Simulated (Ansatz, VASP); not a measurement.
# Hf: VASP beside Ansatz

```
CELL_PARAMETERS angstrom
3.19873 0.00000 0.00000
-1.59937 2.77018 0.00000
0.00000 0.00000 5.05050
ATOMIC_POSITIONS crystal
Hf 0.33333 0.66667 0.25000
Hf 0.66667 0.33333 0.75000
```

Alike in both runs: task single point; functional r2SCAN; k mesh 11 × 11 × 6; no spin polarisation.

```csv
,VASP,Ansatz
version,VASP 6.6.1,Ansatz 0.2.0
potentials or method,"VASP PAW PBE potentials, release 64 (Hf_pv), cutoff 520 eV","plane waves (500 eV) with PAW, scalar-relativistic"
occupations,"methfessel-paxton of order 1, width 0.03 eV","cold, width 0.03 eV"
valence electrons in the cell,20,52
```

```csv
,VASP,Ansatz,Ansatz less VASP
pressure (GPa),-0.6,0.0,+0.63
"traceless stress, the component that is largest in VASP (GPa)",-0.07,0.08,+0.144
```

VASP's potentials were made for PBE, not for r2SCAN. VASP's potentials hold 20 valence electrons a cell and Ansatz's 52, so a difference there can come from the potentials and not from the codes.

Spin-orbit coupling is off throughout.
